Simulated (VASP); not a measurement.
Input of a VASP 6.6.1 run:

The input INCAR:

```
SYSTEM = Li2O
PREC = Accurate
ENCUT = 750
EDIFF = 1E-6
ISMEAR = 0
SIGMA = 0.1
LREAL = .FALSE.
LASPH = .TRUE.
NELM = 120
ALGO = Normal
ISIF = 2
LWAVE = .FALSE.
LCHARG = .FALSE.
GGA = PE
NBANDS = 13
GGA_COMPAT = .FALSE.
```

The input KPOINTS:

```
regular mesh
0
G
  6 6 6
  0 0 0
```

The input POSCAR:

```
Li2O
1.0
    0.0000000000      2.3120437301      2.3120437301
    2.3120437301      0.0000000000      2.3120437301
    2.3120437301      2.3120437301      0.0000000000
Li O
2 1
Direct
    0.7500000000      0.7500000000      0.7500000000
    0.2500000000      0.2500000000      0.2500000000
    0.0000000000      0.0000000000      0.0000000000
```

Potentials or basis: VASP PAW PBE potentials, release 64 (Li_sv, O).

The run is started by

```bash
$ cat potpaw_PBE.64/Li_sv/POTCAR potpaw_PBE.64/O/POTCAR > POTCAR
$ mpirun -np 1 vasp_std > vasp.out
```

(1) Estimate the band gap on the k mesh.

(2) What does it give for the pressure?

Answers

(1) 4.97 eV, indirect (least direct gap 5.24 eV).

(2) -0.2 GPa.
